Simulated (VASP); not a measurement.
Nb:

```
CELL_PARAMETERS angstrom
-1.65113 1.65113 1.65113
1.65113 -1.65113 1.65113
1.65113 1.65113 -1.65113
ATOMIC_POSITIONS crystal
Nb 0.00000 0.00000 0.00000
```

Base run:

- Program: VASP 6.6.1
- Functional: r2SCAN
- Potentials or basis: VASP PAW PBE potentials, release 64 (Nb_sv)
- Cutoff: 520 eV
- k mesh: 13 × 13 × 13
- Occupations: gaussian, width 0.6 eV
- Spin: no spin polarisation

Its results: band gap on the k mesh zero (an odd number of electrons rules out a gap without spin polarisation); pressure 1.0 GPa.

The run is repeated on the same cell with these changes: occupations from gaussian, width 0.6 eV to gaussian, width 0.1 eV. What comes out?

Band gap on the k mesh zero (an odd number of electrons rules out a gap without spin polarisation); pressure -0.7 GPa.

Caveats: the PAW data sets were made with another functional, which shifts forces and pressure a little; so wide a smearing shifts energies and pressures (at least some runs).
